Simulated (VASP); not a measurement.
# KP4Ru (P4/mmm) in VASP: further runs, part 2 of 2

VASP 6.6.1.

## Step 3: Single point, PBE, collinear spin, ferromagnetic start

This run uses another cell than the first one, of 23.09 Å³/atom.

File INCAR:

```
PREC     = Accurate       # precision mode
ENCUT    = 520            # plane-wave cutoff, eV
EDIFF    = 1E-7           # SCF threshold, eV
ISMEAR   = 0              # smearing method
SIGMA    = 0.1            # smearing width, eV
LREAL    = F              # projectors in reciprocal space
LASPH    = T              # aspherical terms in the spheres
NELM     = 150            # most SCF steps
ALGO     = Normal         # electronic algorithm
ISIF     = 2              # what is computed and relaxed
LWAVE    = F              # write WAVECAR
LCHARG   = T              # write CHGCAR
ISPIN    = 2              # spin polarisation
MAGMOM   = 0 0 0 0 0 1    # initial moments
LORBIT   = 11             # projections on sites
LMAXMIX  = 4              # l up to which the mixer works
GGA      = PE             # functional
LELF     = T              # ELF
LVHAR    = T            
NBANDS   = 34             # bands
```

File KPOINTS:

```
regular mesh
0
Gamma
  4 4 4
```

File POSCAR:

```
KP4Ru
1.0
    4.3263707667      0.0000000000      0.0000000000
    0.0000000000      4.3263707667      0.0000000000
    0.0000000000      0.0000000000      7.4001101479
K P Ru
1 4 1
Direct
    0.0000000000      0.0000000000      0.0000000000
    0.5000000000      0.0000000000      0.3472539912
    0.0000000000      0.5000000000      0.6527460088
    0.5000000000      0.0000000000      0.6527460088
    0.0000000000      0.5000000000      0.3472539912
    0.5000000000      0.5000000000      0.5000000000
```

Potentials or basis: VASP PAW PBE potentials, release 64 (K_sv, P, Ru_pv).

Started as:

```console
cat potpaw_PBE.64/K_sv/POTCAR potpaw_PBE.64/P/POTCAR potpaw_PBE.64/Ru_pv/POTCAR > POTCAR
mpirun -np 1 vasp_std > vasp.out
```

OUTCAR:

```text
PREC = Accurate
   ENCUT = 520
   EDIFF = 1E-7
   ISMEAR = 0
   LREAL = F
   LASPH = T
   NELM = 150
   ISIF = 2
   ISPIN = 2
   LORBIT = 11
   GGA = PE

 ion  position               nearest neighbor table
   1  0.000  0.000  0.000-   2 3.36   3 3.36   4 3.36   5 3.36   3 3.36   5 3.36   2 3.36   4 3.36

   2  0.500  0.000  0.347-   4 2.26   6 2.44   6 2.44   1 3.36   1 3.36
   3  0.000  0.500  0.653-   5 2.26   6 2.44   6 2.44   1 3.36   1 3.36
   4  0.500  0.000  0.653-   2 2.26   6 2.44   6 2.44   1 3.36   1 3.36
   5  0.000  0.500  0.347-   3 2.26   6 2.44   6 2.44   1 3.36   1 3.36
   6  0.500  0.500  0.500-   2 2.44   3 2.44   4 2.44   5 2.44   2 2.44   4 2.44   3 2.44   5 2.44
[... 1532 lines left out ...]
      0.00000      0.00000      0.00000         0.000000      0.000000      0.000000
      2.16319      0.00000      2.56972         0.000000     -0.000000      0.056881
      0.00000      2.16319      4.83039         0.000000     -0.000000     -0.056881
      2.16319      0.00000      4.83039         0.000000      0.000000     -0.056881
      0.00000      2.16319      2.56972         0.000000      0.000000      0.056881
      2.16319      2.16319      3.70006         0.000000      0.000000      0.000000
 -----------------------------------------------------------------------------------
    total drift:                                0.000000      0.000000     -0.000000

  FREE ENERGIE OF THE ION-ELECTRON SYSTEM (eV)
  ---------------------------------------------------
  free  energy   TOTEN  =       -31.5846878776 eV

  energy  without entropy=      -31.5724402980  energy(sigma->0) =      -31.57856409

 total charge

# of ion       s       p       d       tot
------------------------------------------
    1        1.966   5.573   0.031   7.570
    2        1.101   1.307   0.000   2.408
    3        1.101   1.307   0.000   2.408
    4        1.101   1.307   0.000   2.408
    5        1.101   1.307   0.000   2.408
    6        0.352   6.299   6.188  12.839
--------------------------------------------------
tot          6.720  17.099   6.219  30.039

 magnetization (x)

# of ion       s       p       d       tot
------------------------------------------
    1        0.000   0.000   0.000   0.000
    2       -0.000   0.000   0.000   0.000
    3       -0.000   0.000   0.000   0.000
    4       -0.000   0.000   0.000   0.000
    5       -0.000   0.000   0.000   0.000
    6       -0.000   0.000   0.000   0.000
--------------------------------------------------
tot         -0.000   0.000   0.000   0.000
```

It took 1.9 min on 1 thread of AMD EPYC 9R45 (Zen 5), shared host; peak memory 0.3 GiB.

What came out:

| Quantity | Value |
| --- | --- |
| Free energy | -31.5847 eV |
| Pressure | 0.0 GPa |
| Largest force | 0.057 eV/Å |
| Net moment | 0.00 μB per cell |
| Valence electrons inside the program's atomic spheres | K 7.57; P 2.41; Ru 12.84 |

Forces on the atoms (eV/Å):
```
K    0.000  0.000  0.000
P    0.000  0.000  0.057
P    0.000  0.000 -0.057
P    0.000  0.000 -0.057
P    0.000  0.000  0.057
Ru   0.000  0.000  0.000
```

Levels at points of the mesh, in eV from the Fermi level:
Spin up:
```tsv
k point	band 20	band 21	band 22	band 23	band 24	band 25
(0.00, 0.00, 0.00)	0.36	0.36	0.62	0.62	0.94	1.49
(0.50, 0.00, 0.00)	-1.00	-0.38	-0.31	0.21	0.52	1.54
(0.50, 0.50, 0.00)	-1.45	-1.45	-0.63	1.67	2.95	3.12
(0.00, 0.00, 0.50)	-0.33	0.34	0.34	0.78	0.78	1.01
(0.50, 0.00, 0.50)	-1.00	-0.42	-0.16	-0.01	0.44	1.47
(0.50, 0.50, 0.50)	-1.44	-1.44	-0.46	1.69	3.11	3.33
```
Spin down:
| k point | band 20 | band 21 | band 22 | band 23 | band 24 | band 25 |
| --- | --- | --- | --- | --- | --- | --- |
| (0.00, 0.00, 0.00) | 0.36 | 0.36 | 0.62 | 0.62 | 0.94 | 1.49 |
| (0.50, 0.00, 0.00) | -1.00 | -0.38 | -0.31 | 0.21 | 0.52 | 1.54 |
| (0.50, 0.50, 0.00) | -1.45 | -1.45 | -0.63 | 1.67 | 2.95 | 3.12 |
| (0.00, 0.00, 0.50) | -0.33 | 0.34 | 0.34 | 0.78 | 0.78 | 1.01 |
| (0.50, 0.00, 0.50) | -1.00 | -0.42 | -0.16 | -0.01 | 0.44 | 1.47 |
| (0.50, 0.50, 0.50) | -1.44 | -1.44 | -0.46 | 1.69 | 3.11 | 3.33 |

Caveat: the k points lie up to 0.36 Å⁻¹ apart.
